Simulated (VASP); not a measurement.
# Si2W (P6_222) in VASP: a series of runs, part 2 of 2

VASP 6.6.1. Earlier steps stand in the parts before.

**3. Single point, PBE (c/a of the conventional cell at fixed volume 1.5096)**

INCAR

```
PREC = Accurate ; ENCUT = 520
EDIFF = 1E-6 ; ISMEAR = 0
SIGMA = 0.03 ; LREAL = False
LASPH = True ; NELM = 80
ALGO = Normal ; ISIF = 2
LWAVE = False ; LCHARG = False
GGA = PE ; NBANDS = 43
```

KPOINTS

```
Automatic mesh
0
Gamma
  9 9 6
```

POSCAR

```
Si2W
1.0
    4.5428566490      0.0000000000      0.0000000000
   -2.2714283245      3.9342292638      0.0000000000
    0.0000000000      0.0000000000      6.8578963974
Si W
6 3
Direct
    0.8238313095      0.6476626189      0.5000000000
    0.1761686905      0.8238313095      0.8333333333
    0.6476626189      0.8238313095      0.1666666667
    0.1761686905      0.3523373811      0.5000000000
    0.8238313095      0.1761686905      0.8333333333
    0.3523373811      0.1761686905      0.1666666667
    0.0000000000      0.5000000000      0.1666666667
    0.5000000000      0.5000000000      0.8333333333
    0.5000000000      0.0000000000      0.5000000000
```

Potentials or basis: VASP PAW PBE potentials, release 64 (Si, W_sv).

Started as:

```sh
> cat potpaw_PBE.64/Si/POTCAR potpaw_PBE.64/W_sv/POTCAR > POTCAR
> mpirun -np 1 vasp_std > vasp.out
```

OUTCAR:

```text
PREC = Accurate
   ENCUT = 520
   EDIFF = 1E-6
   ISMEAR = 0
   LREAL = False
   LASPH = True
   NELM = 80
   ISIF = 2
   GGA = PE

 ion  position               nearest neighbor table
   1  0.824  0.648  0.500-   9 2.55   4 2.55   4 2.55   7 2.62   8 2.62   9 2.66   9 2.66   2 2.67
                             3 2.67   4 2.77   6 3.13   5 3.13
   2  0.176  0.824  0.833-   8 2.55   5 2.55   5 2.55   9 2.62   7 2.62   8 2.66   8 2.66   1 2.67
                             6 2.67   5 2.77   4 3.13   3 3.13
[... 1336 lines left out ...]
  in kB       57.0602526     57.0602526    -57.4683487     -0.0000000      0.0000000     -0.0000000
  external PRESSURE =      18.8840522 kB  Pullay stress =       0.0000000 kB

 VOLUME and BASIS-vectors are now :
 -----------------------------------------------------------------------------
  energy-cutoff  :      520.00
  volume of cell :      122.57
      direct lattice vectors                 reciprocal lattice vectors
     4.542856649  0.000000000  0.000000000     0.220125810  0.127089696  0.000000000
    -2.271428324  3.934229264  0.000000000     0.000000000  0.254179391  0.000000000
     0.000000000  0.000000000  6.857896397     0.000000000  0.000000000  0.145817309

 POSITION                                       TOTAL-FORCE (eV/Angst)
 -----------------------------------------------------------------------------------
      2.27143      2.54805      3.42895         0.000000      1.606261      0.000000
     -1.07096      3.24114      5.71491        -1.391063      0.803131     -0.000000
      1.07096      3.24114      1.14298         1.391063      0.803131      0.000000
     -0.00000      1.38618      3.42895        -0.000000     -1.606261      0.000000
      3.34239      0.69309      5.71491         1.391063     -0.803131     -0.000000
      1.20046      0.69309      1.14298        -1.391063     -0.803131     -0.000000
     -1.13571      1.96711      1.14298        -0.000000      0.000000     -0.000000
      1.13571      1.96711      5.71491         0.000000      0.000000      0.000000
      2.27143      0.00000      3.42895         0.000000      0.000000     -0.000000
 -----------------------------------------------------------------------------------
    total drift:                                0.000000     -0.000000      0.000000

  FREE ENERGIE OF THE ION-ELECTRON SYSTEM (eV)
  ---------------------------------------------------
  free  energy   TOTEN  =       -73.2244773316 eV

  energy  without entropy=      -73.2244773316  energy(sigma->0) =      -73.22447733
```

OSZICAR:

```text
N       E                     dE             d eps       ncg     rms          rms(c)
DAV:   1     0.634905475432E+03    0.63491E+03   -0.35088E+04  4312   0.156E+03
DAV:   2    -0.352612903381E+02   -0.67017E+03   -0.64696E+03  4388   0.446E+02
DAV:   3    -0.745537828656E+02   -0.39292E+02   -0.37842E+02  5181   0.983E+01
DAV:   4    -0.756033336049E+02   -0.10496E+01   -0.10382E+01  5104   0.149E+01
DAV:   5    -0.756228603993E+02   -0.19527E-01   -0.19486E-01  5112   0.220E+00    0.434E+01
DAV:   6    -0.735130747827E+02    0.21098E+01   -0.10677E+01  4930   0.161E+01    0.152E+01
DAV:   7    -0.732845429945E+02    0.22853E+00   -0.92845E-01  4855   0.384E+00    0.722E+00
DAV:   8    -0.732256037567E+02    0.58939E-01   -0.12839E-01  4988   0.200E+00    0.524E-01
DAV:   9    -0.732248542581E+02    0.74950E-03   -0.89933E-03  5330   0.395E-01    0.329E-01
DAV:  10    -0.732245708871E+02    0.28337E-03   -0.20458E-03  5100   0.283E-01    0.758E-02
DAV:  11    -0.732244805038E+02    0.90383E-04   -0.34688E-04  4946   0.107E-01    0.251E-02
DAV:  12    -0.732244790842E+02    0.14195E-05   -0.16169E-05  5146   0.203E-02    0.759E-03
DAV:  13    -0.732244774320E+02    0.16522E-05   -0.52824E-07  2869   0.383E-03    0.171E-03
DAV:  14    -0.732244773316E+02    0.10045E-06   -0.82801E-08  2559   0.165E-03
   1 F= -.73224477E+02 E0= -.73224477E+02  d E =-.514403E-12
```

stdout:

```text
POSCAR found type information on POSCAR SiW
 POSCAR found :  2 types and       9 ions
 scaLAPACK will be used
 LDA part: xc-table for (Slater+PW92), standard interpolation
 POSCAR, INCAR and KPOINTS ok, starting setup
 FFT: planning ... GRIDC
 FFT: planning ... GRID_SOFT
 FFT: planning ... GRID
 WAVECAR not read
 entering main loop
```

Wall time 4 min (1 thread of Intel Xeon 6975P-C, shared host); peak memory 0.36 GiB.

Results:

```
Free energy            : -73.2245 eV
Pressure               : 1.9 GPa
Largest force          : 1.606 eV/Å
Band gap on the k mesh : 0.41 eV, indirect (least direct gap 0.80 eV)
```

Forces in eV/Å, atoms in the order of the input:
```
Si   0.000  1.606  0.000
Si  -1.391  0.803  0.000
Si   1.391  0.803  0.000
Si   0.000 -1.606  0.000
Si   1.391 -0.803  0.000
Si  -1.391 -0.803  0.000
W    0.000  0.000  0.000
W    0.000  0.000  0.000
W    0.000  0.000  0.000
```

Stress tensor (GPa, compression positive):
```
 5.71  0.00  0.00
 0.00  5.71  0.00
 0.00  0.00 -5.75
```

Caveat: spin-orbit coupling is left out, which moves the levels of the heavy elements; forces of over 1 eV/Å act on the atoms, so gaps and moduli don't describe the material at rest. A k mesh can miss the band edges.
